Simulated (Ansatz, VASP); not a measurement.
# KCl in VASP and in Ansatz

```
CELL_PARAMETERS angstrom
0.00000 3.14647 3.14647
3.14647 0.00000 3.14647
3.14647 3.14647 0.00000
ATOMIC_POSITIONS crystal
K 0.00000 0.00000 0.00000
Cl 0.50000 0.50000 0.50000
```

Alike in both runs: task single point; functional PBE-based screened hybrid; k mesh 4 × 4 × 4; occupations fermi-dirac, width 0.05 eV; no spin polarisation.

|  | VASP | Ansatz |
| --- | --- | --- |
| version | VASP 6.6.1 | Ansatz 0.2.0 |
| potentials or method | VASP PAW PBE potentials, release 64 (K_sv, Cl) | Ansatz PAW |
| plane-wave cutoff (eV) | 520 | 420 |
| valence electrons in the cell | 16 | 16 |

|  | VASP | Ansatz | Ansatz less VASP |
| --- | --- | --- | --- |
| gap on the k mesh at the Fermi level (eV) | 7.34 | 7.34 | +0.005 |
| least direct gap on the mesh (eV) | 7.34 | 7.34 | +0.005 |
| pressure (GPa) | 0.3 | 0.3 | -0.03 |

VASP's potentials were made for PBE, not for PBE-based screened hybrid.

The k mesh is coarse, so the values compare programs but aren't converged.
